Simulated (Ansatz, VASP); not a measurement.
This is a calculation of HfC for Ansatz 0.2.0.

input.yaml

```yaml
crystal:
  lattice:
    - [0.0, 2.325, 2.325]
    - [2.325, 0.0, 2.325]
    - [2.325, 2.325, 0.0]
  atoms:
    - { symbol: Hf, position: [0.5, 0.5, 0.5] }
    - { symbol: C, position: [0.0, 0.0, 0.0] }
hamiltonian:
  xc: pbe
  pseudopotentials: { kind: paw }
kpoints:
  mp_grid: { grid: [6, 6, 6] }
scf:
  occupations: { method: fermi_dirac, width: 0.05 }
output:
  forces: true
  stress: true
  eigenvalues: true
```

Potentials or basis: Ansatz PAW.

Run with:

```console
$ ansatz run input.yaml --threads 2 --pin off --max-ram 5632MiB --backend cpu --events-out ev --progress --plain --runs-dir out
```

**Question.** Set up the same calculation for VASP 6.6.1. Potentials there: VASP PAW PBE potentials, release 64 (Hf_pv, C).

**Answer.** As run (the cutoff follows the program's own potentials):

Contents of INCAR:

```
  ALGO = Normal
  EDIFF = 1E-6
  ENCUT = 520
  GGA = PE
  ISIF = 2
  ISMEAR = -1
  LASPH = T
  LCHARG = F
  LREAL = F
  LWAVE = F
  NBANDS = 14
  NELM = 60
  PREC = Accurate
  SIGMA = 0.05
```

Contents of KPOINTS:

```
k-points
0
Gamma
  6 6 6
```

File POSCAR:

```
HfC
1.0
    0.0000000000      2.3250000000      2.3250000000
    2.3250000000      0.0000000000      2.3250000000
    2.3250000000      2.3250000000      0.0000000000
Hf C
1 1
Direct
    0.5000000000      0.5000000000      0.5000000000
    0.0000000000      0.0000000000      0.0000000000
```

Potentials or basis: VASP PAW PBE potentials, release 64 (Hf_pv, C).

The run is started by

```bash
$ cat potpaw_PBE.64/Hf_pv/POTCAR potpaw_PBE.64/C/POTCAR > POTCAR
$ mpirun -np 1 vasp_std > vasp.out
```

Both were run:

|  | VASP | Ansatz | Ansatz less VASP |
| --- | --- | --- | --- |
| gap on the k mesh at the Fermi level (eV) | none | none | - |
| pressure (GPa) | -0.4 | 0.3 | +0.68 |

A gap of «none» marks a metal or a gap that the smearing closes. VASP's potentials hold 14 valence electrons a cell and Ansatz's 30, so a difference there can come from the potentials and not from the codes.

The k mesh is coarse, so the values compare programs but aren't converged. Spin-orbit coupling is off throughout.
